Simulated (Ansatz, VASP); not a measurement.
Two plane-wave programs on GaN

Contents of INCAR:

```
SYSTEM = GaN
ALGO     = Normal         ! electronic algorithm
EDIFF    = 1E-7           ! SCF threshold, eV
EDIFFG   = -0.005         ! ionic threshold
ENCUT    = 600            ! plane-wave cutoff, eV
GGA      = PE             ! functional
IBRION   = 2              ! ionic algorithm
ISIF     = 3              ! what is computed and relaxed
ISMEAR   = 0              ! smearing method
LASPH    = .True.         ! aspherical terms in the spheres
LCHARG   = .False.        ! write CHGCAR
LREAL    = .False.        ! projectors in reciprocal space
LWAVE    = .False.        ! write WAVECAR
NELM     = 60             ! most SCF steps
NSW      = 100            ! ionic steps
PREC     = Accurate       ! precision mode
SIGMA    = 0.02           ! smearing width, eV
```

KPOINTS

```
k-points
0
Gamma
  9 9 6
  0 0 0
```

The input POSCAR:

```
GaN
1.0
    3.1889304035      0.0000000000      0.0000000000
   -1.5944652018      2.7616947404      0.0000000000
    0.0000000000      0.0000000000      5.1923572500
Ga N
2 2
Direct
    0.6666666700      0.3333333300      0.4990837100
    0.3333333300      0.6666666700      0.9990837100
    0.6666666700      0.3333333300      0.8759162900
    0.3333333300      0.6666666700      0.3759162900
```

Input for Ansatz:

```yaml
crystal:
  lattice:
    - [3.1889304035, 0.0, 0.0]
    - [-1.5944652018, 2.7616947404, 0.0]
    - [0.0, 0.0, 5.19235725]
  atoms:
    - { symbol: Ga, position: [0.66666667, 0.33333333, 0.49908371] }
    - { symbol: Ga, position: [0.33333333, 0.66666667, 0.99908371] }
    - { symbol: "N", position: [0.66666667, 0.33333333, 0.87591629] }
    - { symbol: "N", position: [0.33333333, 0.66666667, 0.37591629] }
basis:
  ecutwfc: 420
kpoints:
  mp_grid: { grid: [9, 9, 6] }
hamiltonian:
  xc: pbe
scf:
  occupations: { method: gaussian, width: 0.02 }
output:
  forces: true
  stress: true
  eigenvalues: true
  write_density: true
  write_potential: true
  elf: true
  volumetric_format: npy
relax:
  adjacent_minimum: "off"
  f_tol: 0.005
  max_steps: 80
  cell: { stress_tol: 0.05 }
```

Alike in both runs: task relaxation of cell and atoms; functional PBE; k mesh 9 × 9 × 6; occupations gaussian, width 0.02 eV; no spin polarisation.

```csv
,VASP,Ansatz
version,VASP 6.6.1,Ansatz 0.2.0
potentials or method,"VASP PAW PBE potentials, release 64 (Ga_d, N), cutoff 600 eV","scalar-relativistic, plane waves, PAW"
valence electrons in the cell,36,36
```

|  | VASP | Ansatz | Ansatz less VASP |
| --- | --- | --- | --- |
| gap on the k mesh at the Fermi level, each at its own relaxed structure (eV) | 1.72 | 1.71 | -0.007 |
| relaxed volume (Å³/atom) | 11.76 | 11.76 | +0.001 |
| relaxed cell length with the largest relative difference (Å) | 5.242 | 5.243 | +0.0011 |
